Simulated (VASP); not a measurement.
# Ge (I4_1/amd) in VASP: notebook

Ge is run at these levels: r2SCAN; tasks: single point.

All numbers are computed with VASP 6.6.1; they aren't measurements. Logs are shortened: lines on timing, memory, paths and dates and some standing lists are left out, and cuts for length are marked.

### 1 The cell of the first run

It takes space group I4_1/amd (No. 141, tetragonal). The conventional cell has a = 4.173 Å, b = 4.173 Å, c = 5.516 Å, α = 90.00°, β = 90.00°, γ = 90.00°. Within 3.3 Å of Ge (site symmetry -4m2) lie 4 Ge at 2.50 Å.

### 2 Single point, r2SCAN

Contents of POSCAR:

```
Ge
1.0
    2.9509241917      2.9509241917      0.0000000000
   -2.9509241917      2.9509241917      0.0000000000
    0.0000000000      0.0000000000      5.5161803196
Ge
4
Direct
    0.5000000000      0.5000000000      0.5000000000
    0.5000000000      0.0000000000      0.2500000000
    0.0000000000      0.0000000000      0.0000000000
    0.0000000000      0.5000000000      0.7500000000
```

Contents of INCAR.step1:

```
PREC = Accurate
ENCUT = 520
ISMEAR = 0
SIGMA = 0.02
LREAL = F
LASPH = T
NELM = 100
NBANDS = 36
GGA = PE
ALGO = Normal
EDIFF = 1E-4
LWAVE = T
LCHARG = F
```

Contents of INCAR.step2:

```
PREC = Accurate
ENCUT = 520
EDIFF = 1E-6
ISMEAR = 0
SIGMA = 0.02
LREAL = F
LASPH = T
NELM = 100
ALGO = Normal
ISIF = 2
LWAVE = F
LCHARG = F
METAGGA = R2SCAN
LMIXTAU = T
NBANDS = 36
ISTART = 1
```

Contents of KPOINTS:

```
regular mesh
0
Gamma
  10 10 6
```

Potentials or basis: VASP PAW PBE potentials, release 64 (Ge_d).

The run is started by

```bash
$ cat potpaw_PBE.64/Ge_d/POTCAR > POTCAR
$ cp INCAR.step1 INCAR
$ mpirun -np 1 vasp_std > vasp.out
$ cp INCAR.step2 INCAR
$ mpirun -np 1 vasp_std > vasp.out
```

OUTCAR:

```text
PREC = Accurate
   ENCUT = 520
   EDIFF = 1E-6
   ISMEAR = 0
   LREAL = F
   LASPH = T
   NELM = 100
   ISIF = 2
   METAGGA = R2SCAN
   ISTART = 1

 ion  position               nearest neighbor table
   1  0.500  0.500  0.500-   2 2.50   4 2.50   2 2.50   4 2.50
   2  0.500  0.000  0.250-   1 2.50   3 2.50   1 2.50   3 2.50
   3  0.000  0.000  0.000-   2 2.50   4 2.50   4 2.50   2 2.50
   4  0.000  0.500  0.750-   1 2.50   3 2.50   3 2.50   1 2.50

  LATTYP: Found a simple tetragonal cell.
 ALAT       =     4.1732370134
 C/A-ratio  =     1.3217989541

  Lattice vectors:

 A1 = (   2.9509241917,   2.9509241917,   0.0000000000)
 A2 = (  -2.9509241917,   2.9509241917,   0.0000000000)
 A3 = (   0.0000000000,   0.0000000000,   5.5161803196)

Analysis of symmetry for initial positions (statically):
=====================================================================
 Subroutine PRICEL returns following result:

  LATTYP: Found a body centered tetragonal cell.
 ALAT       =     4.1732370134
 C/A-ratio  =     1.3217989541

  Lattice vectors:

 A1 = (   0.0000000000,  -2.9509241917,  -2.7580901598)
 A2 = (   0.0000000000,   2.9509241917,  -2.7580901598)
 A3 = (   2.9509241917,   0.0000000000,   2.7580901598)

   2 primitive cells build up your supercell.

 Routine SETGRP: Setting up the symmetry group for a
 simple tetragonal supercell.

 Subroutine GETGRP returns: Found 16 space group operations
 (whereof  8 operations were pure point group operations)
 out of a pool of 16 trial point group operations.

The static configuration has the point symmetry D_2d.
 The point group associated with its full space group is D_4h.

Analysis of symmetry for dynamics (positions and initial velocities):
=====================================================================
 Subroutine PRICEL returns following result:

  LATTYP: Found a body centered tetragonal cell.
 ALAT       =     4.1732370134
 C/A-ratio  =     1.3217989541

  Lattice vectors:

 A1 = (   0.0000000000,  -2.9509241917,  -2.7580901598)
 A2 = (   0.0000000000,   2.9509241917,  -2.7580901598)
 A3 = (   2.9509241917,   0.0000000000,   2.7580901598)

   2 primitive cells build up your supercell.

 Routine SETGRP: Setting up the symmetry group for a
 simple tetragonal supercell.

 Subroutine GETGRP returns: Found 16 space group operations
 (whereof  8 operations were pure point group operations)
 out of a pool of 16 trial point group operations.

The dynamic configuration has the point symmetry D_2d.
 The point group associated with its full space group is D_4h.

 Subroutine INISYM returns: Found 16 space group operations
 (whereof  8 operations are pure point group operations),
 and found     2 'primitive' translations

----------------------------------------------------------------------------------------

                                     Primitive cell

  volume of cell :      48.0346

  direct lattice vectors                    reciprocal lattice vectors
     0.000000000 -2.950924192 -2.758090160     0.169438443 -0.169438443 -0.181284864
     0.000000000  2.950924192 -2.758090160     0.169438443  0.169438443 -0.181284864
     2.950924192  0.000000000  2.758090160     0.338876886  0.000000000  0.000000000

  length of vectors
     4.039184932  4.039184932  4.039184932     0.300471253  0.300471253  0.338876886

  position of ions in fractional coordinates (direct lattice)
     0.000000000  1.000000000  0.000000000
     0.750000000  0.250000000  0.500000000

  ion indices of the primitive-cell ions
   primitive index   ion index
                 1           1
                 2           2

----------------------------------------------------------------------------------------

 KPOINTS: regular mesh

Automatic generation of k-mesh.
 Grid dimensions read from file:
 generate k-points for:   10   10    6

 Generating k-lattice:

  Cartesian coordinates                     Fractional coordinates (reciprocal lattice)
     0.016943844  0.016943844  0.000000000     0.100000000  0.000000000  0.000000000
    -0.016943844  0.016943844  0.000000000     0.000000000  0.100000000  0.000000000
     0.000000000  0.000000000  0.030214144     0.000000000  0.000000000  0.166666667

  Length of vectors
     0.023962214  0.023962214  0.030214144

  Shift w.r.t. Gamma in fractional coordinates (k-lattice)
     0.000000000  0.000000000  0.000000000

 Subroutine IBZKPT returns following result:
 ===========================================

 Found     84 irreducible k-points:

 Following reciprocal coordinates:
            Coordinates               Weight
  0.000000  0.000000  0.000000      1.000000
  0.100000  0.000000  0.000000      4.000000
  0.200000  0.000000  0.000000      4.000000
  0.300000  0.000000  0.000000      4.000000
  0.400000  0.000000  0.000000      4.000000
  0.500000  0.000000  0.000000      2.000000
[... 16 lines left out ...]
  0.100000  0.000000  0.166667      8.000000
  0.200000  0.000000  0.166667      8.000000
 [... further k-points ...]
   k-points           NKPTS =     84   k-points in BZ     NKDIM =     84   number of bands    NBANDS=     36
   number of dos      NEDOS =    301   number of ions     NIONS =      4
   total plane-waves  NPLWV =  43008
   dimension x,y,z NGX =    32 NGY =   32 NGZ =   42
   dimension x,y,z NGXF=    64 NGYF=   64 NGZF=   84
   ions per type =               4
   NGX,Y,Z   is equivalent  to a cutoff of  12.75, 12.75, 12.66 a.u.
   NGXF,Y,Z  is equivalent  to a cutoff of  25.50, 25.50, 25.32 a.u.
 SYSTEM =  unknown system
   PREC   = accura    normal or accurate (medium, high low for compatibility)
   ISTART =      1    job   : 0-new  1-cont  2-samecut
   ICHARG =      0    charge: 1-file 2-atom 10-const
   ISPIN  =      1    spin polarized calculation?
   LNONCOLLINEAR =      F non collinear calculations
   LSORBIT =      F    spin-orbit coupling
   LASPH  =      T    aspherical Exc in radial PAW
   ENCUT  =  520.0 eV  38.22 Ry    6.18 a.u.   7.76  7.76 10.26*2*pi/ulx,y,z
   NELM   =    100;   NELMIN=  2; NELMDL=  0     # of ELM steps
   EDIFF  = 0.1E-05   stopping-criterion for ELM
   LREAL  =      F    real-space projection
   EDIFFG = 0.1E-04   stopping-criterion for IOM
   NSW    =      0    number of steps for IOM
   IBRION =     -1    ionic relax: 0-MD 1-quasi-New 2-CG
   NFREE  =      0    steps in history (QN), initial steepest desc. (CG)
   ISIF   =      2    stress and relaxation
   ISYM   =      2    0-nonsym 1-usesym 2-fastsym
   POTIM  = 0.5000    time-step for ionic-motion
   TEBEG  =    0.0;   TEEND  =   0.0 temperature during run
   PSTRESS=    0.0 pullay stress
   NELECT =      56.0000    total number of electrons
   NUPDOWN=      -1.0000    fix difference up-down
   EMIN   =  10.00;   EMAX   =-10.00  energy-range for DOS
   EFERMI =   0.00;   METHOD = LEGACY
   ISMEAR =     0;   SIGMA  =   0.02  broadening in eV -4-tet -1-fermi 0-gaus
   EFERMI_NEDOS =   21; number of points for ismear=-14 and -15
   IALGO  =     38    algorithm
   IMIX   =      4    mixing-type and parameters
     AMIX     =   0.40;   BMIX     =  1.00
     AMIX_MAG =   1.60;   BMIX_MAG =  1.00
  volume/ion in A,a.u.               =      24.02       162.08
  Fermi-wavevector in a.u.,A,eV,Ry     =   1.367548  2.584291 25.445455  1.870188
  Thomas-Fermi vector in A             =   2.493591
   LORBIT       =      0    0 simple, 1 ext, 2 COOP (PROOUT), +10 PAW based schemes
   METAGGA = R2SCAN    functional components
   LHFCALC =     F    Hartree Fock is set to
   AEXX    =    0.0000 exact exchange contribution
   IVDW    =     0    specifies the selected vdW correction
   LEPSILON=     F    determine dielectric tensor
   LRPA    =     F    only Hartree local field effects (RPA)
 non-spin polarized calculation
 Gauss-broadening in eV      SIGMA  =   0.02
  energy-cutoff  :      520.00
  volume of cell :       96.07
 maximum number of plane-waves:      2616
 NGX is ok and might be reduce to    32
   NGX = 15   NGY = 15   NGZ = 21

 number of electron      56.0000106 magnetization

 Free energy of the ion-electron system (eV)
  ---------------------------------------------------
  ext. energy  EPLUGINS =         0.00000000
  ---------------------------------------------------
  free energy    TOTEN  =       -55.37875878 eV

  energy without entropy =      -55.37875878  energy(sigma->0) =      -55.37875878

 E-fermi :   4.3041     XC(G=0): -10.5183

 val. band max:        4.1684811423   @ k =   0.1000   0.0000   0.0000
 cond. band min:       4.4182145261   @ k =   0.5000   0.0000   0.5000
 fundamental gap:      0.2497333838
 Fermi energy:         4.3041201332

 k-point     1 :       0.0000    0.0000    0.0000
  band No.  band energies     occupation
      1     -21.1985      2.00000
      2     -21.1985      2.00000
      3     -21.1885      2.00000
      4     -21.1739      2.00000
      5     -21.1739      2.00000
      6     -21.1461      2.00000
[... 28 lines left out ...]
     35      11.1485      0.00000
     36      13.3890      0.00000

 k-point     2 :       0.1000    0.0000    0.0000
  band No.  band energies     occupation
      1     -21.2053      2.00000
      2     -21.1989      2.00000
      3     -21.1904      2.00000
      4     -21.1787      2.00000
      5     -21.1759      2.00000
      6     -21.1393      2.00000
[... 28 lines left out ...]
     35      11.5380      0.00000
     36      12.8181      0.00000

 k-point     3 :       0.2000    0.0000    0.0000
  band No.  band energies     occupation
      1     -21.2167      2.00000
      2     -21.1997      2.00000
      3     -21.1958      2.00000
      4     -21.1868      2.00000
      5     -21.1772      2.00000
      6     -21.1267      2.00000
[... 28 lines left out ...]
     35      12.1379      0.00000
     36      12.1603      0.00000
[... 742 lines left out ...]
 k-point    23 :       0.1000    0.0000    0.1667
  band No.  band energies     occupation
      1     -21.2040      2.00000
      2     -21.1974      2.00000
      3     -21.1916      2.00000
      4     -21.1794      2.00000
      5     -21.1754      2.00000
      6     -21.1381      2.00000
[... 28 lines left out ...]
     35      12.0733      0.00000
     36      12.2630      0.00000

 k-point    24 :       0.2000    0.0000    0.1667
  band No.  band energies     occupation
      1     -21.2152      2.00000
      2     -21.1981      2.00000
      3     -21.1971      2.00000
      4     -21.1862      2.00000
      5     -21.1752      2.00000
      6     -21.1290      2.00000
[... 28 lines left out ...]
     35      11.0955      0.00000
     36      11.5969      0.00000

 [... further k-points ...]
[... 5 lines left out ...]
  --------------------------------------------------------------------------------------
  -------------------------------------------------------------------------------------
  Total       -2.7895330     -2.7895330     -0.0072236      0.0000000      0.0000000      0.0000000
  in kB      -46.5219094    -46.5219094     -0.1204707      0.0000000      0.0000000      0.0000000
  external PRESSURE =     -31.0547631 kB  Pullay stress =       0.0000000 kB

 VOLUME and BASIS-vectors are now :
 -----------------------------------------------------------------------------
  energy-cutoff  :      520.00
  volume of cell :       96.07
      direct lattice vectors                 reciprocal lattice vectors
     2.950924192  2.950924192  0.000000000     0.169438443  0.169438443  0.000000000
    -2.950924192  2.950924192  0.000000000    -0.169438443  0.169438443  0.000000000
     0.000000000  0.000000000  5.516180320     0.000000000  0.000000000  0.181284864

 POSITION                                       TOTAL-FORCE (eV/Angst)
 -----------------------------------------------------------------------------------
      0.00000      2.95092      2.75809        -0.000000     -0.000000      0.000000
      1.47546      1.47546      1.37905         0.000000      0.000000     -0.000000
      0.00000      0.00000      0.00000        -0.000000     -0.000000      0.000000
     -1.47546      1.47546      4.13714         0.000000      0.000000      0.000000
 -----------------------------------------------------------------------------------
    total drift:                               -0.000000      0.000000     -0.000000

  FREE ENERGIE OF THE ION-ELECTRON SYSTEM (eV)
  ---------------------------------------------------
  free  energy   TOTEN  =       -55.3787587775 eV

  energy  without entropy=      -55.3787587775  energy(sigma->0) =      -55.37875878
```

Wall time 8.7 min (1 thread of Intel Xeon Platinum 8259CL at 2.50GHz (Skylake/Cascade Lake), shared host); peak memory 0.34 GiB.

Results:

* Free energy: -55.3788 eV
* Pressure: -3.1 GPa
* Band gap on the k mesh: 0.25 eV

Caveat: the cell stands under tension; the PAW data sets were made with another functional, which shifts forces and pressure a little.

### 3 Single point, r2SCAN (biaxial strain in the a-b plane: +4.0 %)

Edit POSCAR of step 2 so:

```diff
@@ -4,3 +4,3 @@
    -2.9509241917      2.9509241917      0.0000000000
-    0.0000000000      0.0000000000      5.5161803196
+    0.0000000000      0.0000000000      5.5386577136
 Ge
```

Contents of INCAR.step1:

```
PREC = Accurate ; ENCUT = 520
ISMEAR = 0 ; SIGMA = 0.02
LREAL = False ; LASPH = True
NELM = 80 ; NBANDS = 36
GGA = PE ; ALGO = Normal
EDIFF = 1E-4 ; LWAVE = True
LCHARG = False
```

Contents of INCAR.step2:

```
PREC = Accurate ; ENCUT = 520
EDIFF = 1E-7 ; ISMEAR = 0
SIGMA = 0.02 ; LREAL = False
LASPH = True ; NELM = 80
ALGO = Normal ; ISIF = 2
LWAVE = False ; LCHARG = True
METAGGA = R2SCAN ; LMIXTAU = True
LELF = True ; LVHAR = True
NBANDS = 36 ; ISTART = 1
```

Contents of KPOINTS:

```
Automatic mesh
0
Gamma
  10 10 6
```

Potentials or basis: VASP PAW PBE potentials, release 64 (Ge_d).

The run is started by

```bash
$ cat potpaw_PBE.64/Ge_d/POTCAR > POTCAR
$ cp INCAR.step1 INCAR
$ mpirun -np 1 vasp_std > vasp.out
$ cp INCAR.step2 INCAR
$ mpirun -np 1 vasp_std > vasp.out
```

Run time: 9.9 min. Hardware: 1 thread of Intel Xeon Platinum 8259CL at 2.50GHz (Skylake/Cascade Lake), shared host; peak memory 0.34 GiB.

It converged, with:

```yaml
Free_energy: -55.3785 eV
Pressure: -3.3 GPa
Band_gap_on_the_k_mesh: 0.26 eV
```

Stress tensor (GPa, compression positive):
```
-4.76  0.00  0.00
 0.00 -4.76  0.00
 0.00  0.00 -0.37
```

Levels at points of the mesh, in eV from the valence-band top:
| k point | band 25 | band 26 | band 27 | band 28 | band 29 | band 30 | band 31 | band 32 |
| --- | --- | --- | --- | --- | --- | --- | --- | --- |
| (0.00, 0.00, 0.00) | -3.19 | -0.14 | -0.07 | -0.07 | 0.40 | 0.80 | 0.80 | 2.56 |
| (0.50, 0.00, 0.00) | -3.40 | -3.40 | -1.68 | -1.68 | 1.86 | 1.86 | 5.08 | 5.08 |
| (0.50, 0.50, 0.00) | -2.76 | -2.76 | -2.76 | -2.76 | 1.31 | 1.31 | 1.31 | 1.31 |
| (0.00, 0.00, 0.50) | -2.10 | -2.10 | -2.10 | -2.10 | 0.97 | 0.97 | 3.02 | 3.02 |
| (0.50, 0.00, 0.50) | -1.56 | -1.56 | -1.03 | -1.03 | 0.26 | 0.26 | 3.88 | 3.88 |
| (0.50, 0.50, 0.50) | -3.67 | -3.67 | -3.67 | -3.67 | 5.02 | 5.02 | 5.02 | 5.02 |

Caveat: the cell differs from its parent crystal (biaxial strain in the a-b plane: +4.0 %); the cell stands under tension; the PAW data sets were made with another functional, which shifts forces and pressure a little. A k mesh can miss the band edges.

### 4 Single point, r2SCAN (biaxial strain in the a-b plane: +6.0 %, then relaxed in part)

Contents of POSCAR:

```
Ge
1.0
    3.0076727338      3.0076727338      0.0000000000
   -3.0076727338      3.0076727338      0.0000000000
    0.0000000000      0.0000000000      5.4295960725
Ge
4
Direct
    0.5000000000      0.5000000000      0.5000000000
    0.5000000000      0.0000000000      0.2500000000
    0.0000000000      0.0000000000      0.0000000000
    0.0000000000      0.5000000000      0.7500000000
```

Contents of INCAR.step1:

```
PREC     = Accurate       # precision mode
ENCUT    = 520            # plane-wave cutoff, eV
ISMEAR   = 0              # smearing method
SIGMA    = 0.02           # smearing width, eV
LREAL    = False          # projectors in reciprocal space
LASPH    = True           # aspherical terms in the spheres
NELM     = 100            # most SCF steps
NBANDS   = 36             # bands
GGA      = PE             # functional
ALGO     = Normal         # electronic algorithm
EDIFF    = 1E-4           # SCF threshold, eV
LWAVE    = True           # write WAVECAR
LCHARG   = False          # write CHGCAR
```

Contents of INCAR.step2:

```
PREC     = Accurate       # precision mode
ENCUT    = 520            # plane-wave cutoff, eV
EDIFF    = 1E-6           # SCF threshold, eV
ISMEAR   = 0              # smearing method
SIGMA    = 0.02           # smearing width, eV
LREAL    = False          # projectors in reciprocal space
LASPH    = True           # aspherical terms in the spheres
NELM     = 100            # most SCF steps
ALGO     = Normal         # electronic algorithm
ISIF     = 2              # what is computed and relaxed
LWAVE    = False          # write WAVECAR
LCHARG   = False          # write CHGCAR
METAGGA  = R2SCAN         # meta-GGA
LMIXTAU  = True         
NBANDS   = 36             # bands
ISTART   = 1
```

KPOINTS is that of step 3.

The run is started by

```bash
$ cat potpaw_PBE.64/Ge_d/POTCAR > POTCAR
$ cp INCAR.step1 INCAR
$ mpirun -np 1 vasp_std > vasp.out
$ cp INCAR.step2 INCAR
$ mpirun -np 1 vasp_std > vasp.out
```

It took 4.4 min on 1 thread of Intel Xeon 6975P-C (Granite Rapids), shared host; peak memory 0.34 GiB.

It converged, with:

```
Free energy            : -55.2526 eV
Pressure               : -4.2 GPa
Band gap on the k mesh : zero (bands 28 and 29 overlap by 0.05 eV)
```

Stress tensor (GPa, compression positive):
```
-6.31  0.00  0.00
 0.00 -6.31  0.00
 0.00  0.00 -0.03
```

Levels at points of the mesh, in eV from the Fermi level:
| k point | band 24 | band 25 | band 26 | band 27 | band 28 | band 29 | band 30 | band 31 | band 32 | band 33 |
| --- | --- | --- | --- | --- | --- | --- | --- | --- | --- | --- |
| (0.00, 0.00, 0.00) | -3.42 | -3.42 | -0.50 | -0.29 | -0.29 | 0.42 | 0.51 | 0.51 | 2.30 | 2.86 |
| (0.50, 0.00, 0.00) | -6.49 | -3.32 | -3.32 | -1.94 | -1.94 | 1.51 | 1.51 | 4.95 | 4.95 | 5.44 |
| (0.50, 0.50, 0.00) | -9.10 | -2.73 | -2.73 | -2.73 | -2.73 | 1.29 | 1.29 | 1.29 | 1.29 | 8.85 |
| (0.00, 0.00, 0.50) | -4.62 | -2.31 | -2.31 | -2.31 | -2.31 | 0.62 | 0.62 | 2.89 | 2.89 | 5.84 |
| (0.50, 0.00, 0.50) | -7.55 | -1.81 | -1.81 | -1.00 | -1.00 | -0.02 | -0.02 | 3.63 | 3.63 | 4.31 |
| (0.50, 0.50, 0.50) | -8.98 | -3.72 | -3.72 | -3.72 | -3.72 | 5.08 | 5.08 | 5.08 | 5.08 | 5.72 |

Caveat: the cell differs from its parent crystal (biaxial strain in the a-b plane: +6.0 %, then relaxed in part); the cell stands under tension; semilocal functionals underestimate gaps, so a narrow gap can read as zero; the PAW data sets were made with another functional, which shifts forces and pressure a little.

[end of part 1 of 2]
